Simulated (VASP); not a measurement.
Write the native input for VASP 6.6.1 that does the following.

| Quantity | Value |
| --- | --- |
| Task | single point |
| Functional | PBE |
| Potentials or basis | VASP PAW PBE potentials, release 64 (Hf_pv) |
| Cutoff | 520 eV |
| k mesh | 8 × 4 × 4 |
| Occupations | gaussian, width 0.2 eV |
| Spin | no spin polarisation |
| Dipole correction | no |
| Further INCAR settings | ALGO = Normal; EDIFF = 1e-06; NBANDS = 28 |

The structure of Hf lies in POSCAR:

```
Hf
1.0
   -1.5856408244      1.5856408244     -2.2422851305
    4.7569224732      1.5856408244     -2.2422851305
   -1.5856408244     -4.7569224732     -2.2422851305
Hf
4
Direct
    0.0000000000      0.0000000000      0.0000000000
    0.5000000000      0.5000000000      1.0000000000
    0.0000000000      0.5000000000      0.5000000000
    0.5000000000      0.0000000000      0.5000000000
```

The input as run:

INCAR

```
ALGO = Normal
EDIFF = 1E-6
ENCUT = 520
GGA = PE
ISIF = 2
ISMEAR = 0
LASPH = True
LCHARG = False
LREAL = False
LWAVE = False
NBANDS = 28
NELM = 100
PREC = Accurate
SIGMA = 0.2
```

KPOINTS

```
k-points
0
Gamma
  8 4 4
```

Potentials or basis: VASP PAW PBE potentials, release 64 (Hf_pv).

The run is started by

```bash
$ cat potpaw_PBE.64/Hf_pv/POTCAR > POTCAR
$ mpirun -np 1 vasp_std > vasp.out
```

It gave:

```json
{
  "Pressure": "-0.3 GPa",
  "Band gap on the k mesh": "zero (band 20 reaches 5.87 eV, above the bottom of band 21 at 4.33 eV)"
}
```

Caveat: spin-orbit coupling is left out, which moves the levels of the heavy elements.

Wall time 41 s on 1 thread of Intel(R) Xeon(R) Platinum 8488C (Sapphire Rapids), on a shared host, peak memory 0.23 GiB.
